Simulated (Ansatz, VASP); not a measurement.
# Ir in VASP and in Ansatz

```
CELL_PARAMETERS angstrom
0.00000 2.16711 1.47299
2.16711 0.00000 1.47299
2.16711 2.16711 0.00000
ATOMIC_POSITIONS crystal
Ir 0.00000 0.00000 0.00000
```

Alike in both runs: task single point; functional LDA; k mesh 22 × 22 × 22; occupations gaussian, width 0.15 eV; no spin polarisation.

|  | VASP | Ansatz |
| --- | --- | --- |
| version | VASP 6.6.1 | Ansatz 0.2.0 |
| potentials or method | VASP PAW LDA potentials, release 64 (Ir), cutoff 520 eV | scalar-relativistic, plane waves, PAW |
| valence electrons in the cell | 9 | 17 |

VASP gave:

| Property | Result |
| --- | --- |
| gap on the k mesh at the Fermi level (eV) | none |
| pressure (GPa) | 15.7 |
| traceless stress, the component that is largest in VASP (GPa) | -16.56 |

Which values does Ansatz return?

gap on the k mesh at the Fermi level (eV): none; pressure (GPa): 13.0; traceless stress, the component that is largest in VASP (GPa): -17.05.

LDA's correlation is that of Perdew and Zunger in VASP and of Perdew and Wang (1992) in Ansatz. A gap of «none» marks a metal or a gap that the smearing closes. VASP's potentials hold 9 valence electrons a cell and Ansatz's 17, so a difference there can come from the potentials and not from the codes.

Neither program's run includes spin-orbit coupling.
